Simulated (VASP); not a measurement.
# WS2 (R3m) in VASP: a series of runs

The runs below take WS2 through single point, with PBEsol.

All numbers are computed with VASP 6.6.1; they aren't measurements. Logs are shortened: lines on timing, memory, paths and dates and some standing lists are left out, and cuts for length are marked.

## 1. The cell of the first run

The structure is trigonal, space group R3m (No. 160). Conventional cell: a = 3.036 Å, b = 3.036 Å, c = 16.297 Å, α = 90.00°, β = 90.00°, γ = 120.00°. Within 3.1 Å of W (site symmetry 3m) lie 6 S at 2.35 to 2.36 Å and 6 W at 3.04 Å. Within 3.2 Å of S (site symmetry 3m) lie 3 W at 2.36 Å and 10 S at 2.88 to 3.15 Å. S (site symmetry 3m) has 3 W at 2.35 Å and 10 S at 2.88 to 3.15 Å within 3.2 Å.

## 2. Single point, PBEsol

INCAR

```
SYSTEM = WS2
PREC = Accurate
ENCUT = 520
EDIFF = 1E-6
ISMEAR = -1
SIGMA = 0.05
LREAL = .FALSE.
LASPH = .TRUE.
NELM = 100
ALGO = Normal
ISIF = 2
LWAVE = .FALSE.
LCHARG = .FALSE.
GGA = PS
NBANDS = 20
```

KPOINTS

```
Automatic mesh
0
G
  10 10 10
  0 0 0
```

POSCAR

```
WS2
1.0
    1.5181499266      0.8765042688      5.4322266364
   -1.5181499266      0.8765042688      5.4322266364
    0.0000000000     -1.7530085375      5.4322266364
W S
1 2
Direct
   -0.0005145161     -0.0005145161     -0.0005145161
    0.5693779324      0.5693779324      0.5693779324
    0.7624365837      0.7624365837      0.7624365837
```

Potentials or basis: VASP PAW PBE potentials, release 64 (W_sv, S).

Launch:

```bash
> cat potpaw_PBE.64/W_sv/POTCAR potpaw_PBE.64/S/POTCAR > POTCAR
> mpirun -np 1 vasp_std > vasp.out
```

OUTCAR:

```text
SYSTEM = WS2
   PREC = Accurate
   ENCUT = 520
   EDIFF = 1E-6
   ISMEAR = -1
   LREAL = .FALSE.
   LASPH = .TRUE.
   NELM = 100
   ISIF = 2
   GGA = PS

 ion  position               nearest neighbor table
   1  0.999  0.999  0.999-   3 2.35   3 2.35   3 2.35   2 2.36   2 2.36   2 2.36
   2  0.569  0.569  0.569-   1 2.36   1 2.36   1 2.36
   3  0.762  0.762  0.762-   1 2.35   1 2.35   1 2.35

  LATTYP: Found a trigonal (rhomboedric) cell.
 ALAT       =     5.7080754342
 COS(alpha) =     0.8585249312

  Lattice vectors:

 A1 = (   1.5181499266,   0.8765042688,   5.4322266364)
 A2 = (  -1.5181499266,   0.8765042688,   5.4322266364)
 A3 = (   0.0000000000,  -1.7530085375,   5.4322266364)

Analysis of symmetry for initial positions (statically):
=====================================================================
 Subroutine PRICEL returns:
 Original cell was already a primitive cell.

 Routine SETGRP: Setting up the symmetry group for a
 trigonal (rhombohedral) supercell.

 Subroutine GETGRP returns: Found  6 space group operations
 (whereof  6 operations were pure point group operations)
 out of a pool of 12 trial point group operations.

The static configuration has the point symmetry C_3v.

Analysis of symmetry for dynamics (positions and initial velocities):
=====================================================================
 Subroutine PRICEL returns:
 Original cell was already a primitive cell.

 Routine SETGRP: Setting up the symmetry group for a
 trigonal (rhombohedral) supercell.

 Subroutine GETGRP returns: Found  6 space group operations
 (whereof  6 operations were pure point group operations)
 out of a pool of 12 trial point group operations.

The dynamic configuration has the point symmetry C_3v.

 Subroutine INISYM returns: Found  6 space group operations
 (whereof  6 operations are pure point group operations),
 and found     1 'primitive' translations

----------------------------------------------------------------------------------------

                                     Primitive cell

  volume of cell :      43.3708

  direct lattice vectors                    reciprocal lattice vectors
     1.518149927  0.876504269  5.432226636     0.329348236  0.190149293  0.061362192
    -1.518149927  0.876504269  5.432226636    -0.329348236  0.190149293  0.061362192
     0.000000000 -1.753008537  5.432226636     0.000000000 -0.380298585  0.061362192

  length of vectors
     5.708075434  5.708075434  5.708075434     0.385217254  0.385217254  0.385217254

[... 81 lines left out ...]
   NELM   =    100;   NELMIN=  2; NELMDL= -5     # of ELM steps
   EDIFF  = 0.1E-05   stopping-criterion for ELM
   LREAL  =      F    real-space projection
   EDIFFG = 0.1E-04   stopping-criterion for IOM
   NSW    =      0    number of steps for IOM
   IBRION =     -1    ionic relax: 0-MD 1-quasi-New 2-CG
   NFREE  =      0    steps in history (QN), initial steepest desc. (CG)
   ISIF   =      2    stress and relaxation
   ISYM   =      2    0-nonsym 1-usesym 2-fastsym
   POTIM  = 0.5000    time-step for ionic-motion
   TEBEG  =    0.0;   TEEND  =   0.0 temperature during run
   PSTRESS=    0.0 pullay stress
   NELECT =      26.0000    total number of electrons
   NUPDOWN=      -1.0000    fix difference up-down
   EMIN   =  10.00;   EMAX   =-10.00  energy-range for DOS
   EFERMI =   0.00;   METHOD = LEGACY
   ISMEAR =    -1;   SIGMA  =   0.05  broadening in eV -4-tet -1-fermi 0-gaus
   EFERMI_NEDOS =   21; number of points for ismear=-14 and -15
   IALGO  =     38    algorithm
   IMIX   =      4    mixing-type and parameters
     AMIX     =   0.40;   BMIX     =  1.00
     AMIX_MAG =   1.60;   BMIX_MAG =  1.00
  volume/ion in A,a.u.               =      14.46        97.56
  Fermi-wavevector in a.u.,A,eV,Ry     =   1.380384  2.608548 25.925367  1.905461
  Thomas-Fermi vector in A             =   2.505266
   LORBIT       =      0    0 simple, 1 ext, 2 COOP (PROOUT), +10 PAW based schemes
   GGA     = PS    functional components
   LHFCALC =     F    Hartree Fock is set to
   AEXX    =    0.0000 exact exchange contribution
   IVDW    =     0    specifies the selected vdW correction
   LEPSILON=     F    determine dielectric tensor
   LRPA    =     F    only Hartree local field effects (RPA)
 non-spin polarized calculation
  energy-cutoff  :      520.00
  volume of cell :       43.37
 maximum number of plane-waves:      1191
   NGX = 21   NGY = 21   NGZ = 21

 number of electron      26.0000001 magnetization

 Free energy of the ion-electron system (eV)
  ---------------------------------------------------
  ext. energy  EPLUGINS =         0.00000000
  ---------------------------------------------------
  free energy    TOTEN  =       -24.80677419 eV

  energy without entropy =      -24.80633273  energy(sigma->0) =      -24.80655346

 E-fermi :  10.9067     XC(G=0): -12.3798

 val. band max:       10.8690099830   @ k =   0.5000   0.5000   0.5000
 cond. band min:      11.0099724360   @ k =  -0.2000   0.2000   0.0000
 fundamental gap:      0.1409624530
 Fermi energy:        10.9067020191

 k-point     1 :       0.0000    0.0000    0.0000
  band No.  band energies     occupation
      1     -64.1403      2.00000
      2     -28.5453      2.00000
      3     -28.2029      2.00000
      4     -28.2029      2.00000
      5      -6.5595      2.00000
      6      -3.3902      2.00000
[... 541 lines left out ...]
     19      18.1789      0.00000
     20      19.7526      0.00000

 [... further k-points ...]

------------------------ aborting loop because EDIFF is reached ----------------------------------------

  FORCE on cell =-STRESS in cart. coord.  units (eV):
  Direction    XX          YY          ZZ          XY          YZ          ZX
  --------------------------------------------------------------------------------------
  -------------------------------------------------------------------------------------
  Total        5.4745569      5.4745569      5.5170731      0.0000000      0.0000000      0.0000000
  in kB      202.2375169    202.2375169    203.8081256      0.0000000      0.0000000      0.0000000
  external PRESSURE =     202.7610531 kB  Pullay stress =       0.0000000 kB

 VOLUME and BASIS-vectors are now :
 -----------------------------------------------------------------------------
  energy-cutoff  :      520.00
  volume of cell :       43.37
      direct lattice vectors                 reciprocal lattice vectors
     1.518149927  0.876504269  5.432226636     0.329348236  0.190149293  0.061362192
    -1.518149927  0.876504269  5.432226636    -0.329348236  0.190149293  0.061362192
     0.000000000 -1.753008537  5.432226636     0.000000000 -0.380298585  0.061362192

 POSITION                                       TOTAL-FORCE (eV/Angst)
 -----------------------------------------------------------------------------------
      0.00000      0.00000     16.28830         0.000000     -0.000000     -0.000870
      0.00000      0.00000      9.27897         0.000000     -0.000000     -0.010515
      0.00000      0.00000     12.42518         0.000000      0.000000      0.011386
 -----------------------------------------------------------------------------------
    total drift:                                0.000000      0.000000     -0.000056

  FREE ENERGIE OF THE ION-ELECTRON SYSTEM (eV)
  ---------------------------------------------------
  free  energy   TOTEN  =       -24.8067741912 eV

  energy  without entropy=      -24.8063327326  energy(sigma->0) =      -24.80655346
```

OSZICAR:

```text
N       E                     dE             d eps       ncg     rms          rms(c)
DAV:   1     0.196684676935E+03    0.19668E+03   -0.13165E+04  4640   0.133E+03
DAV:   2    -0.158409346618E+02   -0.21253E+03   -0.20543E+03  5340   0.356E+02
DAV:   3    -0.257710925690E+02   -0.99302E+01   -0.98001E+01  5760   0.712E+01
DAV:   4    -0.258989932848E+02   -0.12790E+00   -0.12779E+00  5476   0.858E+00
DAV:   5    -0.259006754808E+02   -0.16822E-02   -0.16821E-02  5692   0.105E+00    0.328E+01
DAV:   6    -0.249745688642E+02    0.92611E+00   -0.36104E+00  5216   0.140E+01    0.142E+01
DAV:   7    -0.248614494042E+02    0.11312E+00   -0.11807E+00  4940   0.597E+00    0.552E+00
DAV:   8    -0.248094973602E+02    0.51952E-01   -0.29071E-01  5212   0.357E+00    0.170E+00
DAV:   9    -0.248072919940E+02    0.22054E-02   -0.14689E-02  5612   0.819E-01    0.718E-01
DAV:  10    -0.248068038110E+02    0.48818E-03   -0.53466E-03  5344   0.517E-01    0.108E-01
DAV:  11    -0.248067720182E+02    0.31793E-04   -0.37033E-04  5280   0.141E-01    0.596E-02
DAV:  12    -0.248067743694E+02   -0.23512E-05   -0.42481E-05  5536   0.514E-02    0.204E-02
DAV:  13    -0.248067741912E+02    0.17818E-06   -0.65000E-06  4768   0.191E-02
   1 F= -.24806774E+02 E0= -.24806553E+02  d E =-.441459E-03
```

stdout:

```text
POSCAR found type information on POSCAR W S
 POSCAR found :  2 types and       3 ions
 scaLAPACK will be used
 -----------------------------------------------------------------------------
|                                                                             |
|                                                                             |
|     You enforced a specific xc type in the INCAR file but a different       |
|     I HOPE YOU KNOW WHAT YOU ARE DOING!                                     |
|                                                                             |
 -----------------------------------------------------------------------------

 LDA part: xc-table for (Slater+PW92), standard interpolation
 POSCAR, INCAR and KPOINTS ok, starting setup
 FFT: planning ... GRIDC
 FFT: planning ... GRID_SOFT
 FFT: planning ... GRID
 WAVECAR not read
 entering main loop
```

Wall time 5.7 min (1 thread of Intel Xeon 8259CL, shared host); peak memory 0.31 GiB.

What came out:

| Property | Result |
| --- | --- |
| Free energy | -24.8068 eV |
| Pressure | 20.3 GPa |
| Largest force | 0.011 eV/Å |
| Band gap on the k mesh | 0.14 eV (least direct gap 1.55 eV) |

Forces in eV/Å, atoms in the order of the input:
```
W    0.000  0.000 -0.001
S    0.000  0.000 -0.011
S    0.000  0.000  0.011
```

Stress tensor (GPa, compression positive):
```
20.22  0.00  0.00
 0.00 20.22  0.00
 0.00  0.00 20.38
```

Caveat: the cell stands under pressure; the PAW data sets were made with another functional, which shifts forces and pressure a little; spin-orbit coupling is left out, which moves the levels of the heavy elements.

## 3. Single point, PBEsol

This run uses another cell than the first one, of 15.48 Å³/atom.

INCAR

```
  PREC = Accurate
  ENCUT = 520
  EDIFF = 1E-6
  ISMEAR = -1
  SIGMA = 0.05
  LREAL = F
  LASPH = T
  NELM = 80
  ALGO = Normal
  ISIF = 2
  LWAVE = F
  LCHARG = T
  GGA = PS
  LELF = T
  LVHAR = T
  NBANDS = 20
```

KPOINTS

```
Automatic mesh
0
Gamma
  10 10 10
```

POSCAR

```
WS2
1.0
    1.5430090609      0.8908566967      5.6314676393
   -1.5430090609      0.8908566967      5.6314676393
    0.0000000000     -1.7817133934      5.6314676393
W S
1 2
Direct
   -0.0005957967     -0.0005957967     -0.0005957967
    0.5729842868      0.5729842868      0.5729842868
    0.7589115099      0.7589115099      0.7589115099
```

Potentials or basis: VASP PAW PBE potentials, release 64 (W_sv, S).

Launch:

```bash
> cat potpaw_PBE.64/W_sv/POTCAR potpaw_PBE.64/S/POTCAR > POTCAR
> mpirun -np 1 vasp_std > vasp.out
```

It took 7.3 min on 1 thread of Intel Xeon 8259CL, shared host; peak memory 0.37 GiB.

It converged, with:

```yaml
Free_energy: -25.0925 eV
Pressure: 10.2 GPa
Largest_force: 0.016 eV/Å
Band_gap_on_the_k_mesh: 0.47 eV (least direct gap 1.88 eV)
```

Forces in eV/Å, atoms in the order of the input:
```
W    0.000  0.000  0.002
S    0.000  0.000 -0.016
S    0.000  0.000  0.014
```

Stress tensor (GPa, compression positive):
```
10.15  0.00  0.00
 0.00 10.15  0.00
 0.00  0.00 10.26
```

Levels at points of the mesh, in eV from the valence-band top:
```csv
k point,band 9,band 10,band 11,band 12,band 13,band 14,band 15,band 16,band 17,band 18
"(0.00, 0.00, 0.00)",-3.89,-2.65,-2.65,-2.00,-1.04,1.82,1.82,2.39,2.39,4.74
"(0.50, 0.00, 0.00)",-5.96,-4.73,-2.93,-2.28,-1.92,2.24,2.27,3.20,3.55,4.50
"(0.50, 0.50, 0.00)",-5.57,-4.46,-3.98,-2.56,-2.02,2.16,2.43,3.06,4.50,4.93
"(0.50, 0.50, 0.50)",-3.95,-3.95,-2.53,-2.53,0.00,1.88,1.88,2.19,2.19,4.85
```

Caveat: the cell stands under pressure; the PAW data sets were made with another functional, which shifts forces and pressure a little; spin-orbit coupling is left out, which moves the levels of the heavy elements. A hybrid or GW would open this gap; PBEsol tends to underestimate it.

## 4. Single point, PBEsol

This run uses another cell than the first one, of 16.28 Å³/atom.

INCAR

```
ALGO = Normal
EDIFF = 1E-7
ENCUT = 520
GGA = PS
ISIF = 2
ISMEAR = -1
LASPH = True
LCHARG = True
LELF = True
LREAL = False
LVHAR = True
LWAVE = False
NBANDS = 20
NELM = 60
PREC = Accurate
SIGMA = 0.05
```

KPOINTS

```
k-points
0
Gamma
  10 10 10
```

POSCAR

```
WS2
1.0
    1.5573116537      0.8991143025      5.8141102269
   -1.5573116537      0.8991143025      5.8141102269
    0.0000000000     -1.7982286049      5.8141102269
W S
1 2
Direct
   -0.0006341963     -0.0006341963     -0.0006341963
    0.5760103937      0.5760103937      0.5760103937
    0.7559238026      0.7559238026      0.7559238026
```

Launch:

```bash
> cat potpaw_PBE.64/W_sv/POTCAR potpaw_PBE.64/S/POTCAR > POTCAR
> mpirun -np 1 vasp_std > vasp.out
```

It took 8.8 min on 1 thread of Intel Xeon 8259CL, shared host; peak memory 0.38 GiB.

Results (log left out):

- Free energy: -25.2045 eV
- Pressure: 5.2 GPa
- Largest force: 0.019 eV/Å
- Band gap on the k mesh: 0.69 eV (least direct gap 2.10 eV)

Forces in eV/Å, atoms in the order of the input:
```
W    0.000  0.000  0.001
S    0.000  0.000 -0.019
S    0.000  0.000  0.017
```

Levels at points of the mesh, in eV from the valence-band top:
```
           k point  band 10  band 11  band 12  band 13  band 14  band 15  band 16  band 17
(0.00, 0.00, 0.00)    -2.49    -2.49    -1.71    -1.23     2.01     2.01     2.45     2.45
(0.50, 0.00, 0.00)    -4.48    -2.78    -2.05    -1.87     2.29     2.38     3.50     3.57
(0.50, 0.50, 0.00)    -4.30    -3.68    -2.30    -1.83     2.21     2.58     3.08     4.45
(0.50, 0.50, 0.50)    -3.77    -2.41    -2.41     0.00     2.10     2.10     2.27     2.27
```

Caveat: the cell stands under pressure; the PAW data sets were made with another functional, which shifts forces and pressure a little; spin-orbit coupling is left out, which moves the levels of the heavy elements. A k mesh can miss the band edges.

## 5. Single point, PBEsol

This run uses another cell than the first one, of 17.06 Å³/atom.

INCAR

```
ALGO     = Normal         # electronic algorithm
EDIFF    = 1E-7           # SCF threshold, eV
ENCUT    = 520            # plane-wave cutoff, eV
GGA      = PS             # functional
ISIF     = 2              # what is computed and relaxed
ISMEAR   = -1             # smearing method
LASPH    = T              # aspherical terms in the spheres
LCHARG   = F              # write CHGCAR
LREAL    = F              # projectors in reciprocal space
LWAVE    = F              # write WAVECAR
NBANDS   = 20             # bands
NELM     = 100            # most SCF steps
PREC     = Accurate       # precision mode
SIGMA    = 0.05           # smearing width, eV
```

KPOINTS is that of step 4.

POSCAR

```
WS2
1.0
    1.5668173981      0.9046024466      6.0185525303
   -1.5668173981      0.9046024466      6.0185525303
    0.0000000000     -1.8092048932      6.0185525303
W S
1 2
Direct
   -0.0006553903     -0.0006553903     -0.0006553903
    0.5791425251      0.5791425251      0.5791425251
    0.7528128652      0.7528128652      0.7528128652
```

Launch:

```bash
> cat potpaw_PBE.64/W_sv/POTCAR potpaw_PBE.64/S/POTCAR > POTCAR
> mpirun -np 1 vasp_std > vasp.out
```

It took 7.5 min on 1 thread of Intel Xeon 8259CL, shared host; peak memory 0.38 GiB.

Results (log left out):

| Property | Result |
| --- | --- |
| Free energy | -25.2551 eV |
| Pressure | 2.1 GPa |
| Largest force | 0.020 eV/Å |
| Band gap on the k mesh | 0.91 eV (least direct gap 2.28 eV) |

Forces in eV/Å, atoms in the order of the input:
```
W    0.000  0.000  0.000
S    0.000  0.000 -0.020
S    0.000  0.000  0.020
```

Levels at points of the mesh, in eV from the valence-band top:
```csv
k point,band 10,band 11,band 12,band 13,band 14,band 15,band 16,band 17
"(0.00, 0.00, 0.00)",-2.33,-2.33,-1.47,-1.42,2.18,2.18,2.53,2.53
"(0.50, 0.00, 0.00)",-4.26,-2.66,-1.85,-1.80,2.35,2.53,3.62,3.78
"(0.50, 0.50, 0.00)",-4.15,-3.38,-2.08,-1.65,2.29,2.72,3.16,4.44
"(0.50, 0.50, 0.50)",-3.61,-2.28,-2.28,0.00,2.28,2.28,2.37,2.37
```

Caveat: the PAW data sets were made with another functional, which shifts forces and pressure a little; spin-orbit coupling is left out, which moves the levels of the heavy elements. A k mesh can miss the band edges.

## 6. Single point, PBEsol

This run uses another cell than the first one, of 18.22 Å³/atom.

INCAR

```
SYSTEM = WS2
PREC = Accurate ; ENCUT = 520
EDIFF = 1E-7 ; ISMEAR = -1
SIGMA = 0.05 ; LREAL = .FALSE.
LASPH = .TRUE. ; NELM = 60
ALGO = Normal ; ISIF = 2
LWAVE = .FALSE. ; LCHARG = .FALSE.
GGA = PS ; NBANDS = 20
```

KPOINTS

```
Automatic mesh
0
G
  10 10 10
  0 0 0
```

POSCAR

```
WS2
1.0
    1.5738180578      0.9086442793      6.3706546717
   -1.5738180578      0.9086442793      6.3706546717
    0.0000000000     -1.8172885586      6.3706546717
W S
1 2
Direct
   -0.0006714678     -0.0006714678     -0.0006714678
    0.5840125059      0.5840125059      0.5840125059
    0.7479589620      0.7479589620      0.7479589620
```

Potentials or basis: VASP PAW PBE potentials, release 64 (W_sv, S).

Launch:

```bash
> cat potpaw_PBE.64/W_sv/POTCAR potpaw_PBE.64/S/POTCAR > POTCAR
> mpirun -np 1 vasp_std > vasp.out
```

Wall time 11 min (1 thread of Intel Xeon 8259CL, shared host); peak memory 0.41 GiB.

The run converged. Its results:

- Free energy: -25.2737 eV
- Pressure: 0.1 GPa
- Largest force: 0.021 eV/Å
- Band gap on the k mesh: 1.22 eV (least direct gap 2.28 eV)

Forces in eV/Å, atoms in the order of the input:
```
W    0.000  0.000  0.000
S    0.000  0.000 -0.021
S    0.000  0.000  0.021
```

Levels at points of the mesh, in eV from the valence-band top:
| k point | band 11 | band 12 | band 13 | band 14 | band 15 | band 16 |
| --- | --- | --- | --- | --- | --- | --- |
| (0.00, 0.00, 0.00) | -2.10 | -1.67 | -1.12 | 2.43 | 2.43 | 2.69 |
| (0.50, 0.00, 0.00) | -2.50 | -1.65 | -1.57 | 2.50 | 2.77 | 3.75 |
| (0.50, 0.50, 0.00) | -2.98 | -1.78 | -1.42 | 2.47 | 2.93 | 3.36 |
| (0.50, 0.50, 0.50) | -2.08 | -2.08 | 0.00 | 2.49 | 2.49 | 2.59 |

Caveat: the PAW data sets were made with another functional, which shifts forces and pressure a little; spin-orbit coupling is left out, which moves the levels of the heavy elements. A k mesh can miss the band edges.

## 7. Summary

```tsv
cell	gap on the mesh (eV)	pressure (GPa)	largest force (eV/Å)
a = 5.708 Å, angles 30.8°, 3 atoms, atomic positions A	0.14	20.3	0.01
a = 5.907 Å, angles 30.3°, 3 atoms, atomic positions B	0.47	10.2	0.02
a = 6.086 Å, angles 29.7°, 3 atoms, atomic positions C	0.69	5.2	0.02
a = 6.285 Å, angles 28.9°, 3 atoms, atomic positions D	0.91	2.1	0.02
a = 6.625 Å, angles 27.5°, 3 atoms, atomic positions E	1.22	0.1	0.02
```

Alike in all rows: task single point; level PBEsol; potentials or basis VASP PAW PBE potentials, release 64 (W_sv, S); no spin polarisation; k mesh 10 × 10 × 10; cutoff (eV) 520; smearing fermi-dirac 0.05 eV.

Caveats: the PAW data sets were made with another functional, which shifts forces and pressure a little; spin-orbit coupling is left out, which moves the levels of the heavy elements; the cell stands under pressure (at least some runs).

Total energies depend on the potentials used, so only differences within one code and one set of settings carry meaning.
